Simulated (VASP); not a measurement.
# W (Im-3m) in VASP: single point with PBEsol

Aim: the single point of W with PBEsol.

Program: VASP 6.6.1. These are calculated values, not measurements. Logs are shortened: lines on timing, memory, paths and dates and some standing lists are left out, and cuts for length are marked.

**1. The cell of the first run**

Symmetry: Im-3m, No. 229, cubic system. The conventional cell has a = 3.154 Å, b = 3.154 Å, c = 3.154 Å, α = 90.00°, β = 90.00°, γ = 90.00°. Within 3.6 Å of W (site symmetry m-3m) lie 14 W at 2.73 to 3.15 Å.

**2. Single point, PBEsol**

The input, POSCAR:

```
W
1.0
   -1.5771418381      1.5771418381      1.5771418381
    1.5771418381     -1.5771418381      1.5771418381
    1.5771418381      1.5771418381     -1.5771418381
W
1
Direct
    0.0000000000      0.0000000000      0.0000000000
```

The input, INCAR.step1:

```
SYSTEM = W
  ALGO = Normal
  EDIFF = 1E-7
  ENCUT = 520
  GGA = PS
  ISIF = 2
  ISMEAR = 0
  LASPH = .True.
  LCHARG = .True.
  LMAXMIX = 4
  LREAL = .False.
  LWAVE = .False.
  NBANDS = 13
  NELM = 80
  PREC = Accurate
  SIGMA = 0.05
```

The input, KPOINTS.step1:

```
k-points
0
Gamma
  18 18 18
  0 0 0
```

The input, INCAR.step2:

```
SYSTEM = W
  ALGO = Normal
  EDIFF = 1E-7
  ENCUT = 520
  GGA = PS
  ICHARG = 11
  ISIF = 2
  ISMEAR = -5
  LASPH = .True.
  LCHARG = .False.
  LMAXMIX = 4
  LORBIT = 10
  LREAL = .False.
  LWAVE = .False.
  NEDOS = 2001
  NELM = 80
  PREC = Accurate
  SIGMA = 0.05
```

The input, KPOINTS.step2:

```
k-points
0
Gamma
  27 27 27
  0 0 0
```

Potentials or basis: VASP PAW PBE potentials, release 64 (W_sv).

Launch:

```
cat potpaw_PBE.64/W_sv/POTCAR > POTCAR
cp INCAR.step1 INCAR
cp KPOINTS.step1 KPOINTS
mpirun -np 1 vasp_std > vasp.out
cp INCAR.step2 INCAR
cp KPOINTS.step2 KPOINTS
mpirun -np 1 vasp_std > vasp.out
```

OUTCAR:

```text
SYSTEM = W
   EDIFF = 1E-7
   ENCUT = 520
   GGA = PS
   ICHARG = 11
   ISIF = 2
   ISMEAR = -5
   LASPH = .True.
   LORBIT = 10
   LREAL = .False.
   NELM = 80
   PREC = Accurate

 ion  position               nearest neighbor table
   1  0.000  0.000  0.000-

  LATTYP: Found a body centered cubic cell.
 ALAT       =     3.1542836762

  Lattice vectors:

 A1 = (  -1.5771418381,   1.5771418381,   1.5771418381)
 A2 = (   1.5771418381,  -1.5771418381,   1.5771418381)
 A3 = (   1.5771418381,   1.5771418381,  -1.5771418381)

Analysis of symmetry for initial positions (statically):
=====================================================================
 Subroutine PRICEL returns:
 Original cell was already a primitive cell.

 Routine SETGRP: Setting up the symmetry group for a
 body centered cubic supercell.

 Subroutine GETGRP returns: Found 48 space group operations
 (whereof 48 operations were pure point group operations)
 out of a pool of 48 trial point group operations.

The static configuration has the point symmetry O_h .

Analysis of symmetry for dynamics (positions and initial velocities):
=====================================================================
 Subroutine PRICEL returns:
 Original cell was already a primitive cell.

 Routine SETGRP: Setting up the symmetry group for a
 body centered cubic supercell.

 Subroutine GETGRP returns: Found 48 space group operations
 (whereof 48 operations were pure point group operations)
 out of a pool of 48 trial point group operations.

The dynamic configuration has the point symmetry O_h .

 Subroutine INISYM returns: Found 48 space group operations
 (whereof 48 operations are pure point group operations),
 and found     1 'primitive' translations

----------------------------------------------------------------------------------------

                                     Primitive cell

  volume of cell :      15.6918

  direct lattice vectors                    reciprocal lattice vectors
    -1.577141838  1.577141838  1.577141838     0.000000000  0.317029190  0.317029190
     1.577141838 -1.577141838  1.577141838     0.317029190  0.000000000  0.317029190
     1.577141838  1.577141838 -1.577141838     0.317029190  0.317029190  0.000000000

  length of vectors
     2.731689794  2.731689794  2.731689794     0.448346981  0.448346981  0.448346981

  position of ions in fractional coordinates (direct lattice)
     0.000000000  0.000000000  0.000000000

  ion indices of the primitive-cell ions
   primitive index   ion index
                 1           1

----------------------------------------------------------------------------------------

 KPOINTS: k-points

Automatic generation of k-mesh.
 Grid dimensions read from file:
 generate k-points for:   27   27   27

 Generating k-lattice:

  Cartesian coordinates                     Fractional coordinates (reciprocal lattice)
     0.000000000  0.011741822  0.011741822     0.037037037  0.000000000  0.000000000
     0.011741822  0.000000000  0.011741822     0.000000000  0.037037037  0.000000000
     0.011741822  0.011741822  0.000000000     0.000000000  0.000000000  0.037037037

  Length of vectors
     0.016605444  0.016605444  0.016605444

  Shift w.r.t. Gamma in fractional coordinates (k-lattice)
     0.000000000  0.000000000  0.000000000

 TETIRR: Found  23679 inequivalent tetrahedra from   118098

 Subroutine IBZKPT returns following result:
 ===========================================

 Found    560 irreducible k-points:

 Following reciprocal coordinates:
            Coordinates               Weight
  0.000000  0.000000  0.000000      1.000000
  0.037037  0.000000  0.000000     12.000000
  0.074074  0.000000  0.000000     12.000000
  0.111111  0.000000  0.000000     12.000000
  0.148148  0.000000  0.000000     12.000000
  0.185185  0.000000  0.000000     12.000000
[... 16 lines left out ...]
  0.333333  0.037037  0.000000     48.000000
  0.370370  0.037037  0.000000     48.000000
 [... further k-points ...]
   k-points           NKPTS =    560   k-points in BZ     NKDIM =    560   number of bands    NBANDS=     11
   number of dos      NEDOS =   2001   number of ions     NIONS =      1
   total plane-waves  NPLWV =   8000
   dimension x,y,z NGX =    20 NGY =   20 NGZ =   20
   dimension x,y,z NGXF=    40 NGYF=   40 NGZF=   40
   ions per type =               1
   NGX,Y,Z   is equivalent  to a cutoff of  12.17, 12.17, 12.17 a.u.
   NGXF,Y,Z  is equivalent  to a cutoff of  24.34, 24.34, 24.34 a.u.
 SYSTEM =  W
   PREC   = accura    normal or accurate (medium, high low for compatibility)
   ISTART =      0    job   : 0-new  1-cont  2-samecut
   ICHARG =     11    charge: 1-file 2-atom 10-const
   ISPIN  =      1    spin polarized calculation?
   LNONCOLLINEAR =      F non collinear calculations
   LSORBIT =      F    spin-orbit coupling
   LASPH  =      T    aspherical Exc in radial PAW
   ENCUT  =  520.0 eV  38.22 Ry    6.18 a.u.   5.08  5.08  5.08*2*pi/ulx,y,z
   NELM   =     80;   NELMIN=  2; NELMDL=  0     # of ELM steps
   EDIFF  = 0.1E-06   stopping-criterion for ELM
   LREAL  =      F    real-space projection
   EDIFFG = 0.1E-05   stopping-criterion for IOM
   NSW    =      0    number of steps for IOM
   IBRION =     -1    ionic relax: 0-MD 1-quasi-New 2-CG
   NFREE  =      0    steps in history (QN), initial steepest desc. (CG)
   ISIF   =      2    stress and relaxation
   ISYM   =      2    0-nonsym 1-usesym 2-fastsym
   POTIM  = 0.5000    time-step for ionic-motion
   TEBEG  =    0.0;   TEEND  =   0.0 temperature during run
   PSTRESS=    0.0 pullay stress
   NELECT =      14.0000    total number of electrons
   NUPDOWN=      -1.0000    fix difference up-down
   EMIN   =  10.00;   EMAX   =-10.00  energy-range for DOS
   EFERMI =   0.00;   METHOD = LEGACY
   ISMEAR =    -5;   SIGMA  =   0.05  broadening in eV -4-tet -1-fermi 0-gaus
   EFERMI_NEDOS =   21; number of points for ismear=-14 and -15
   IALGO  =     38    algorithm
   IMIX   =      4    mixing-type and parameters
     AMIX     =   0.40;   BMIX     =  1.00
     AMIX_MAG =   1.60;   BMIX_MAG =  1.00
  volume/ion in A,a.u.               =      15.69       105.89
  Fermi-wavevector in a.u.,A,eV,Ry     =   1.576014  2.978235 33.794428  2.483820
  Thomas-Fermi vector in A             =   2.676911
   LORBIT       =     10    0 simple, 1 ext, 2 COOP (PROOUT), +10 PAW based schemes
   GGA     = PS    functional components
   LHFCALC =     F    Hartree Fock is set to
   AEXX    =    0.0000 exact exchange contribution
   IVDW    =     0    specifies the selected vdW correction
   LEPSILON=     F    determine dielectric tensor
   LRPA    =     F    only Hartree local field effects (RPA)
 non-spin polarized calculation
 Fermi weights with tetrahedron method with Bloechl corrections
  energy-cutoff  :      520.00
  volume of cell :       15.69
 maximum number of plane-waves:       435

 number of electron      14.0000005 magnetization

 Free energy of the ion-electron system (eV)
  ---------------------------------------------------
  ext. energy  EPLUGINS =         0.00000000
  ---------------------------------------------------
  free energy    TOTEN  =       -13.80514210 eV

  energy without entropy =      -13.80514210  energy(sigma->0) =      -13.80514210

 E-fermi :  11.4568     XC(G=0): -13.8183

 val. band max:       11.4850926830   @ k =  -0.4815  -0.4815   0.0370
 cond. band min:      11.3909800302   @ k =  -0.1481   0.1852   0.1111
 fundamental gap:     -0.0941126527
 Fermi energy:        11.4568390582

 k-point     1 :       0.0000    0.0000    0.0000
  band No.  band energies     occupation
      1     -62.7087      2.00000
      2     -26.2514      2.00000
      3     -26.2514      2.00000
      4     -26.2514      2.00000
      5       1.7124      2.00000
      6      10.1710      2.00000
      7      10.1710      2.00000
      8      10.1710      2.00000
      9      13.6826      0.00000
     10      13.6826      0.00000
     11      25.9863      0.00000

 k-point     2 :       0.0370    0.0000    0.0000
  band No.  band energies     occupation
      1     -62.7068      2.00000
      2     -26.2711      2.00000
      3     -26.2575      2.00000
      4     -26.2515      2.00000
      5       1.7803      2.00000
      6      10.1291      2.00000
      7      10.1626      2.00000
      8      10.2364      2.00000
      9      13.6122      0.00000
     10      13.6827      0.00000
     11      26.1067      0.00000

 k-point     3 :       0.0741    0.0000    0.0000
  band No.  band energies     occupation
      1     -62.7013      2.00000
      2     -26.3286      2.00000
      3     -26.2754      2.00000
      4     -26.2518      2.00000
      5       1.9810      2.00000
      6      10.0080      2.00000
      7      10.1310      2.00000
      8      10.4314      2.00000
      9      13.4302      0.00000
     10      13.6847      0.00000
     11      26.2136      0.00000

 k-point     4 :       0.1111    0.0000    0.0000
  band No.  band energies     occupation
      1     -62.6924      2.00000
      2     -26.4201      2.00000
      3     -26.3040      2.00000
      4     -26.2523      2.00000
      5       2.3038      2.00000
      6       9.8204      2.00000
      7      10.0608      2.00000
      8      10.7532      2.00220
      9      13.2089      0.00000
     10      13.6929      0.00000
     11      26.4505      0.00000

 k-point     5 :       0.1481    0.0000    0.0000
  band No.  band energies     occupation
      1     -62.6805      2.00000
      2     -26.5396      2.00000
      3     -26.3417      2.00000
      4     -26.2530      2.00000
      5       2.7304      2.00000
      6       9.5841      2.00000
      7       9.9380      2.00000
      8      11.1970      1.97580
      9      13.0299      0.00000
     10      13.7132      0.00000
     11      26.6773      0.00000
[... 211 lines left out ...]
 k-point    21 :       0.2593    0.0370    0.0000
  band No.  band energies     occupation
      1     -62.6254      2.00000
      2     -27.0662      2.00000
      3     -26.5113      2.00000
      4     -26.2636      2.00000
      5       4.5415      2.00000
      6       8.6439      2.00000
      7       9.4974      2.00000
      8      13.0919      0.00000
      9      13.6710      0.00000
     10      14.0187      0.00000
     11      25.8439      0.00000

 k-point    22 :       0.2963    0.0370    0.0000
  band No.  band energies     occupation
      1     -62.6098      2.00000
      2     -27.2087      2.00000
      3     -26.5603      2.00000
      4     -26.2646      2.00000
      5       4.8840      2.00000
      6       8.4055      2.00000
      7       9.6916      2.00000
      8      13.2814      0.00000
      9      14.1343      0.00000
     10      14.5252      0.00000
     11      25.1378      0.00000

 k-point    23 :       0.3333    0.0370    0.0000
  band No.  band energies     occupation
      1     -62.5956      2.00000
      2     -27.3354      2.00000
      3     -26.6043      2.00000
      4     -26.2655      2.00000
      5       5.0734      2.00000
      6       8.1999      2.00000
      7      10.1037      2.00000
      8      13.4677      0.00000
      9      14.2600      0.00000
     10      15.4082      0.00000
     11      24.4420      0.00000

 k-point    24 :       0.3704    0.0370    0.0000
  band No.  band energies     occupation
      1     -62.5837      2.00000
      2     -27.4404      2.00000
      3     -26.6409      2.00000
      4     -26.2663      2.00000
      5       5.1403      2.00000
      6       8.0338      2.00000
      7      10.6732      2.00319
      8      13.6053      0.00000
      9      14.3913      0.00000
     10      16.2668      0.00000
     11      23.8202      0.00000

 [... further k-points ...]

------------------------ aborting loop because EDIFF is reached ----------------------------------------

  FORCE on cell =-STRESS in cart. coord.  units (eV):
  Direction    XX          YY          ZZ          XY          YZ          ZX
  --------------------------------------------------------------------------------------
  -------------------------------------------------------------------------------------
  Total        0.0345209      0.0345209      0.0345209      0.0000000      0.0000000      0.0000000
  in kB        3.5246820      3.5246820      3.5246820      0.0000000      0.0000000      0.0000000
  external PRESSURE =       3.5246820 kB  Pullay stress =       0.0000000 kB

 VOLUME and BASIS-vectors are now :
 -----------------------------------------------------------------------------
  energy-cutoff  :      520.00
  volume of cell :       15.69
      direct lattice vectors                 reciprocal lattice vectors
    -1.577141838  1.577141838  1.577141838     0.000000000  0.317029190  0.317029190
     1.577141838 -1.577141838  1.577141838     0.317029190  0.000000000  0.317029190
     1.577141838  1.577141838 -1.577141838     0.317029190  0.317029190  0.000000000

 POSITION                                       TOTAL-FORCE (eV/Angst)
 -----------------------------------------------------------------------------------
      0.00000      0.00000      0.00000         0.000000     -0.000000      0.000000
 -----------------------------------------------------------------------------------
    total drift:                                0.000000     -0.000000      0.000000

  FREE ENERGIE OF THE ION-ELECTRON SYSTEM (eV)
  ---------------------------------------------------
  free  energy   TOTEN  =       -13.8051420964 eV

  energy  without entropy=      -13.8051420964  energy(sigma->0) =      -13.80514210

 total charge

# of ion       s       p       d       tot
------------------------------------------
    1        2.407   6.350   3.371  12.128
```

It took 73 s on 1 thread of Intel Xeon Platinum 8259CL at 2.50GHz (Skylake/Cascade Lake), shared host; peak memory 0.24 GiB.

Results:

```
Valence electrons inside the program's atomic spheres : W 12.13
```

Levels at points of the mesh, in eV from the Fermi level:
```csv
k point,band 5,band 6,band 7,band 8,band 9,band 10
"(0.00, 0.00, 0.00)",-9.74,-1.29,-1.29,-1.29,2.23,2.23
```

Caveat: the PAW data sets were made with another functional, which shifts forces and pressure a little; spin-orbit coupling is left out, which moves the levels of the heavy elements; tetrahedron occupations give inexact forces and stress in metals.
